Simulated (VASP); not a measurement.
# NaI (rocksalt type) in VASP: a series of runs, part 2 of 2

VASP 6.6.1. The steps go on from the part before.

### 3 Relaxation of cell and atoms, PBE

This run uses another cell than the first one, of 25.53 Å³/atom.

INCAR reads:

```
SYSTEM = NaI
PREC     = Accurate       ! precision mode
ENCUT    = 600            ! plane-wave cutoff, eV
EDIFF    = 1E-6           ! SCF threshold, eV
ISMEAR   = -1             ! smearing method
SIGMA    = 0.08           ! smearing width, eV
LREAL    = .FALSE.        ! projectors in reciprocal space
LASPH    = .TRUE.         ! aspherical terms in the spheres
NELM     = 100            ! most SCF steps
ALGO     = Normal         ! electronic algorithm
ISIF     = 3              ! what is computed and relaxed
LWAVE    = .FALSE.        ! write WAVECAR
LCHARG   = .FALSE.        ! write CHGCAR
GGA      = PE             ! functional
IBRION   = 2              ! ionic algorithm
NSW      = 100            ! ionic steps
EDIFFG   = -0.005         ! ionic threshold
```

KPOINTS reads:

```
Automatic mesh
0
G
  11 11 11
  0 0 0
```

POSCAR reads:

```
NaI
1.0
    0.0000000000      2.9445924277      2.9445924277
    2.9445924277      0.0000000000      2.9445924277
    2.9445924277      2.9445924277      0.0000000000
Na I
1 1
Direct
    0.0000000000      0.0000000000      0.0000000000
    0.5000000000      0.5000000000      0.5000000000
```

Potentials or basis: VASP PAW PBE potentials, release 64 (Na_pv, I).

Run with:

```
$ cat potpaw_PBE.64/Na_pv/POTCAR potpaw_PBE.64/I/POTCAR > POTCAR
$ mpirun -np 1 vasp_std > vasp.out
```

OUTCAR:

```text
SYSTEM = NaI
   PREC = Accurate
   ENCUT = 600
   EDIFF = 1E-6
   ISMEAR = -1
   LREAL = .FALSE.
   LASPH = .TRUE.
   NELM = 100
   ISIF = 3
   GGA = PE
   IBRION = 2
   NSW = 100
   EDIFFG = -0.005

 ion  position               nearest neighbor table
   1  0.000  0.000  0.000-   2 2.94   2 2.94   2 2.94   2 2.94   2 2.94   2 2.94
   2  0.500  0.500  0.500-   1 2.94   1 2.94   1 2.94   1 2.94   1 2.94   1 2.94

  LATTYP: Found a face centered cubic cell.
 ALAT       =     5.8891848554

  Lattice vectors:

 A1 = (   0.0000000000,   2.9445924277,   2.9445924277)
 A2 = (   2.9445924277,   0.0000000000,   2.9445924277)
 A3 = (   2.9445924277,   2.9445924277,   0.0000000000)

Analysis of symmetry for initial positions (statically):
=====================================================================
 Subroutine PRICEL returns:
 Original cell was already a primitive cell.

 Routine SETGRP: Setting up the symmetry group for a
 face centered cubic supercell.

 Subroutine GETGRP returns: Found 48 space group operations
 (whereof 48 operations were pure point group operations)
 out of a pool of 48 trial point group operations.

The static configuration has the point symmetry O_h .

Analysis of symmetry for dynamics (positions and initial velocities):
=====================================================================
 Subroutine PRICEL returns:
 Original cell was already a primitive cell.

 Routine SETGRP: Setting up the symmetry group for a
 face centered cubic supercell.

 Subroutine GETGRP returns: Found 48 space group operations
 (whereof 48 operations were pure point group operations)
 out of a pool of 48 trial point group operations.

The dynamic configuration has the point symmetry O_h .

 Subroutine INISYM returns: Found 48 space group operations
 (whereof 48 operations are pure point group operations),
 and found     1 'primitive' translations

----------------------------------------------------------------------------------------

                                     Primitive cell

  volume of cell :      51.0629

  direct lattice vectors                    reciprocal lattice vectors
     0.000000000  2.944592428  2.944592428    -0.169802787  0.169802787  0.169802787
     2.944592428  0.000000000  2.944592428     0.169802787 -0.169802787  0.169802787
[... 101 lines left out ...]
   EFERMI_NEDOS =   21; number of points for ismear=-14 and -15
   IALGO  =     38    algorithm
   IMIX   =      4    mixing-type and parameters
     AMIX     =   0.40;   BMIX     =  1.00
     AMIX_MAG =   1.60;   BMIX_MAG =  1.00
  volume/ion in A,a.u.               =      25.53       172.29
  Fermi-wavevector in a.u.,A,eV,Ry     =   1.063528  2.009777 15.389442  1.131092
  Thomas-Fermi vector in A             =   2.199016
   LORBIT       =      0    0 simple, 1 ext, 2 COOP (PROOUT), +10 PAW based schemes
   GGA     = PE    functional components
   LHFCALC =     F    Hartree Fock is set to
   AEXX    =    0.0000 exact exchange contribution
   IVDW    =     0    specifies the selected vdW correction
   LEPSILON=     F    determine dielectric tensor
   LRPA    =     F    only Hartree local field effects (RPA)
 conjugate gradient relaxation of ions
 non-spin polarized calculation
  energy-cutoff  :      600.00
  volume of cell :       51.06
 maximum number of plane-waves:      1731
 NGX is ok and might be reduce to    36
   NGX = 17   NGY = 17   NGZ = 17

--------------------------------------- Ionic step        1  -------------------------------------------

 number of electron      13.9999996 magnetization

 Free energy of the ion-electron system (eV)
  ---------------------------------------------------
  ext. energy  EPLUGINS =         0.00000000
  ---------------------------------------------------
  free energy    TOTEN  =        -4.96504300 eV

  energy without entropy =       -4.96504300  energy(sigma->0) =       -4.96504300

 E-fermi :   4.8354     XC(G=0):  -8.9054

 val. band max:        3.1917163504   @ k =   0.0000   0.0000   0.0000
 cond. band min:       7.8160940275   @ k =   0.0000   0.0000   0.0000
 fundamental gap:      4.6243776771
 Fermi energy:         4.8353826024

 k-point     1 :       0.0000    0.0000    0.0000
  band No.  band energies     occupation
      1     -19.1495      2.00000
      2     -19.1495      2.00000
      3     -19.1495      2.00000
      4      -8.8076      2.00000
      5       3.1917      2.00000
      6       3.1917      2.00000
      7       3.1917      2.00000
      8       7.8161      0.00000
      9      10.9910      0.00000
     10      10.9910      0.00000
     11      10.9910      0.00000
[... 609 lines left out ...]
--------------------------------------- Ionic step        9  -------------------------------------------

 number of electron      13.9999993 magnetization

 Free energy of the ion-electron system (eV)
  ---------------------------------------------------
  ext. energy  EPLUGINS =         0.00000000
  ---------------------------------------------------
  free energy    TOTEN  =        -5.38646121 eV

  energy without entropy =       -5.38646121  energy(sigma->0) =       -5.38646121

 E-fermi :   2.3637     XC(G=0):  -7.5984

 val. band max:        0.6257290040   @ k =   0.0000   0.0000   0.0000
 cond. band min:       4.1973305648   @ k =   0.0000   0.0000   0.0000
 fundamental gap:      3.5716015608
 Fermi energy:         2.3636563324

 k-point     1 :       0.0000    0.0000    0.0000
  band No.  band energies     occupation
      1     -21.8459      2.00000
      2     -21.8459      2.00000
      3     -21.8459      2.00000
      4     -10.3255      2.00000
      5       0.6257      2.00000
      6       0.6257      2.00000
      7       0.6257      2.00000
      8       4.1973      0.00000
      9       8.5537      0.00000
     10       8.5537      0.00000
     11       8.5537      0.00000
[... 351 lines left out ...]
  FREE ENERGIE OF THE ION-ELECTRON SYSTEM (eV)
  ---------------------------------------------------
  free  energy   TOTEN  =        -5.3864612052 eV

  energy  without entropy=       -5.3864612051  energy(sigma->0) =       -5.38646121

 reached required accuracy - stopping structural energy minimisation
```

OSZICAR:

```text
N       E                     dE             d eps       ncg     rms          rms(c)
DAV:   1     0.856301127360E+02    0.85630E+02   -0.74986E+03  1235   0.137E+03
DAV:   2     0.123016874666E+01   -0.84400E+02   -0.79625E+02  1314   0.274E+02
DAV:   3    -0.485185760175E+01   -0.60820E+01   -0.60367E+01  1494   0.721E+01
[... 67 lines left out ...]
DAV:   1    -0.538646132787E+01   -0.39287E-06   -0.90296E-06  1100   0.444E-02    0.535E-03
DAV:   2    -0.538646096946E+01    0.35841E-06   -0.45915E-07   616   0.859E-03
   8 F= -.53864610E+01 E0= -.53864610E+01  d E =-.762929E-05
       N       E                     dE             d eps       ncg     rms          rms(c)
DAV:   1    -0.538646130230E+01    0.25568E-07   -0.19118E-06  1064   0.221E-02    0.222E-03
DAV:   2    -0.538646120521E+01    0.97091E-07   -0.10741E-07   616   0.411E-03
   9 F= -.53864612E+01 E0= -.53864612E+01  d E =-.786503E-05
```

It took 2.8 min on 1 thread of Oxide Virtual Turin-like, shared host; peak memory 0.2 GiB.

Results:

```
Free energy                           : -5.3865 eV
Relaxed volume                        : 34.81 Å³/atom
Relaxed cell                          : a = 4.618 Å, b = 4.618 Å, c = 4.618 Å, α = 60.00°, β = 60.00°, γ = 60.00°
Space group after relaxing (to 0.1 Å) : Fm-3m (No. 225)
Energy gained by relaxing             : 210.7 meV/atom
Ionic steps                           : 9
Pressure after relaxing               : 0.0 GPa
Band gap on the k mesh                : 3.57 eV
```

Step by step:
```tsv
step	energy change (eV)	largest force (eV/Å)	pressure (GPa)	volume (Å³)
1	0.0000	0.0000	9.77	51.06
2	-0.3909	0.0000	1.75	63.46
3	-0.4178	0.0000	0.54	67.35
4	-0.4214	0.0000	0.06	69.28
5	-0.4214	0.0000	-0.03	69.68
6	-0.4214	0.0000	0.03	69.62
7	-0.4214	0.0000	-0.02	69.63
8	-0.4214	0.0000	-0.03	69.62
9	-0.4214	0.0000	-0.02	69.62
```

Final structure:
```
CELL_PARAMETERS angstrom
0.00000 3.26513 3.26513
3.26513 0.00000 3.26513
3.26513 3.26513 0.00000
ATOMIC_POSITIONS crystal
Na 0.00000 0.00000 0.00000
I 0.50000 0.50000 0.50000
```

Levels at points of the mesh, in eV from the valence-band top:
| k point | band 5 | band 6 | band 7 | band 8 | band 9 | band 10 |
| --- | --- | --- | --- | --- | --- | --- |
| (0.00, 0.00, 0.00) | 0.00 | 0.00 | 0.00 | 3.57 | 7.93 | 7.93 |

Caveat: the volume moved by over 15 % at a fixed basis, so the end points are rough; spin-orbit coupling is left out, which moves the levels of the heavy elements; an odd mesh through Γ misses points on the zone boundary, where band edges can lie.

### 4 Single point, PBE (equal xy, yz and zx shear strains of -1 %)

INCAR reads:

```
PREC = Accurate
ENCUT = 520
EDIFF = 1E-6
ISMEAR = -1
SIGMA = 0.08
LREAL = False
LASPH = True
NELM = 100
ALGO = Normal
ISIF = 2
LWAVE = False
LCHARG = False
GGA = PE
NBANDS = 14
```

KPOINTS reads:

```
regular mesh
0
Gamma
  11 11 11
```

POSCAR reads:

```
NaI
1.0
   -0.0326423896      3.2479177601      3.2479177601
    3.2479177601     -0.0326423896      3.2479177601
    3.2479177601      3.2479177601     -0.0326423896
Na I
1 1
Direct
    0.0000000000      0.0000000000      0.0000000000
    0.5000000000      0.5000000000      0.5000000000
```

Run with:

```
$ cat potpaw_PBE.64/Na_pv/POTCAR potpaw_PBE.64/I/POTCAR > POTCAR
$ mpirun -np 1 vasp_std > vasp.out
```

Run time: 98 s. Hardware: 1 thread of Oxide Virtual Turin-like, shared host; peak memory 0.26 GiB.

It converged, with:

* Free energy: -5.3871 eV
* Pressure: 0.0 GPa
* Band gap on the k mesh: 3.53 eV

Stress tensor (GPa, compression positive):
```
0.03 0.07 0.07
0.07 0.03 0.07
0.07 0.07 0.03
```

Levels at points of the mesh, in eV from the valence-band top:
```
           k point  band 4  band 5  band 6  band 7  band 8  band 9  band 10  band 11
(0.00, 0.00, 0.00)  -11.00   -0.06   -0.06    0.00    3.53    7.83     7.83     8.00
```

Caveat: the cell differs from its parent crystal (equal xy, yz and zx shear strains of -1 %); spin-orbit coupling is left out, which moves the levels of the heavy elements.

### 5 The runs side by side

```csv
task,cell,cutoff (eV),gap on the mesh (eV),pressure (GPa)
single point,"a = 4.616 Å, angles 60.0°, 2 atoms",520,3.57,0.0
relaxation of cell and atoms,"relaxed from a = 4.164 Å, angles 60.0°, 2 atoms",600,3.57,0.0
single point,"a = 4.593 Å, angles 60.7°, 2 atoms",520,3.53,0.0
```

Alike in all rows: level PBE; potentials or basis VASP PAW PBE potentials, release 64 (Na_pv, I); no spin polarisation; k mesh 11 × 11 × 11; smearing fermi-dirac 0.08 eV.

Caveats: spin-orbit coupling is left out, which moves the levels of the heavy elements; an odd mesh through Γ misses points on the zone boundary, where band edges can lie (at least some runs); the volume moved by over 15 % at a fixed basis, so the end points are rough (at least some runs).

Absolute energies hang on the potentials; compare differences alone.
